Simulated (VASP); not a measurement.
Si: relaxation of cell and atoms with PBE

Si:

```
CELL_PARAMETERS angstrom
-1.58740 1.58740 1.58740
1.58740 -1.58740 1.58740
1.58740 1.58740 -1.58740
ATOMIC_POSITIONS crystal
Si 0.00000 0.00000 0.00000
```

This isn't the form of Si at room conditions, which is diamond.

```
Program                : VASP 6.6.1
Task                   : relaxation of cell and atoms
Functional             : PBE
Potentials or basis    : VASP PAW PBE potentials, release 64 (Si)
Cutoff                 : 600 eV
k mesh                 : 19 × 19 × 19
Occupations            : fermi-dirac, width 0.1 eV
Spin                   : no spin polarisation
Dipole correction      : no
Further INCAR settings : ALGO = Normal; EDIFF = 1e-06; IBRION = 2; EDIFFG = -0.005; NSW = 60; ISIF = 3
```

* Relaxed volume: 14.65 Å³/atom
* Relaxed cell: a = 2.670 Å, b = 2.670 Å, c = 2.670 Å, α = 109.47°, β = 109.47°, γ = 109.47°
* Space group after relaxing (to 0.1 Å): Im-3m (No. 229)
* Energy gained by relaxing: 30.6 meV/atom
* Ionic steps: 3
* Pressure after relaxing: 0.0 GPa
* Band gap on the k mesh: zero (bands 2 and 3 overlap by 15.39 eV)

The path:
```
step  energy change (eV)  largest force (eV/Å)  pressure (GPa)  volume (Å³)
   1              0.0000                0.0000           -6.71        16.00
   2             -0.0302                0.0000            0.99        14.50
   3             -0.0306                0.0000            0.02        14.65
```

Final structure:
```xyz
1
Lattice="-1.5414 1.5414 1.5414 1.5414 -1.5414 1.5414 1.5414 1.5414 -1.5414" Properties=species:S:1:pos:R:3 pbc="T T T"
Si    0.0000    0.0000    0.0000
```

Levels at points of the mesh, in eV from the Fermi level:
```tsv
k point	band 1	band 2	band 3	band 4	band 5	band 6
(0.00, 0.00, 0.00)	-14.21	11.36	11.36	11.36	12.53	12.53
```

Wall time 15 s on 1 thread of Intel(R) Xeon(R) 6975P-C (Granite Rapids), on a shared host, peak memory 0.15 GiB.
